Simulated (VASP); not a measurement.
The system is MgSe.

```
CELL_PARAMETERS angstrom
0.00000 2.72550 2.72550
2.72550 0.00000 2.72550
2.72550 2.72550 0.00000
ATOMIC_POSITIONS crystal
Mg 0.00000 0.00000 0.00000
Se 0.50000 0.50000 0.50000
```

Base run:

```yaml
Program: VASP 6.6.1
Functional: PBE
Potentials_or_basis: VASP PAW PBE potentials, release 64 (Mg, Se)
Cutoff: 600 eV
k_mesh: 6 × 6 × 6
Occupations: fermi-dirac, width 0.02 eV
Spin: no spin polarisation
```

Its results: band gap on the k mesh 1.80 eV, indirect (least direct gap 2.60 eV); pressure 1.9 GPa.

**Question.** After a change of settings the same cell gave: band gap on the k mesh 1.45 eV, indirect (least direct gap 2.46 eV); pressure 8.6 GPa. Which change was it?
A. k mesh from 6 × 6 × 6 to 4 × 4 × 4
B. cutoff from 600 eV to 520 eV; k mesh from 6 × 6 × 6 to 11 × 11 × 11; further incar settings from ALGO = Normal; EDIFF = 1e-06; NBANDS = 11 to ALGO = Normal; EDIFF = 1e-08; NBANDS = 11
C. cutoff from 600 eV to 520 eV; further incar settings from ALGO = Normal; EDIFF = 1e-06; NBANDS = 11 to ALGO = Normal; EDIFF = 1e-08; NBANDS = 11
D. k mesh from 6 × 6 × 6 to 2 × 2 × 2

**Answer.** D.

Caveats: some runs use coarse meshes.
